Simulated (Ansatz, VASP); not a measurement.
**One calculation of ScSn3Se, two programs**

```
Sc Sn Se
1.0
     4.75708    0.00000    0.00000
    -2.37854    4.11975    0.00000
     0.00000    0.00000    6.78630
Sc Sn Se
1 3 1
Direct
  0.66667 0.33333 0.00000
  0.33333 0.66667 0.27433
  0.33333 0.66667 0.72567
  0.66667 0.33333 0.50000
  0.00000 0.00000 0.00000
```

Alike in both runs: task relaxation of cell and atoms; functional PBE; k mesh 6 × 6 × 4; occupations gaussian, width 0.1 eV; no spin polarisation.

|  | VASP | Ansatz |
| --- | --- | --- |
| version | VASP 6.6.1 | Ansatz 0.2.0 |
| potentials or method | VASP PAW PBE potentials, release 64 (Sc_sv, Sn_d, Se), cutoff 600 eV | scalar-relativistic, plane waves, PAW |
| valence electrons in the cell | 59 | 69 |

VASP gave:

```
gap on the k mesh at the Fermi level, each at its own relaxed structure (eV) : none
relaxed volume (Å³/atom)                                                     : 26.77
relaxed length of the cell vector where the two differ most in proportion (Å)              : 4.768
```

Question: Which values does Ansatz return?

Answer: gap on the k mesh at the Fermi level, each at its own relaxed structure (eV): none; relaxed volume (Å³/atom): 26.60; relaxed length of the cell vector where the two differ most in proportion (Å): 4.757.

A gap of «none» marks a metal or a gap that the smearing closes. VASP's potentials hold 59 valence electrons a cell and Ansatz's 69, so a difference there can come from the potentials and not from the codes.
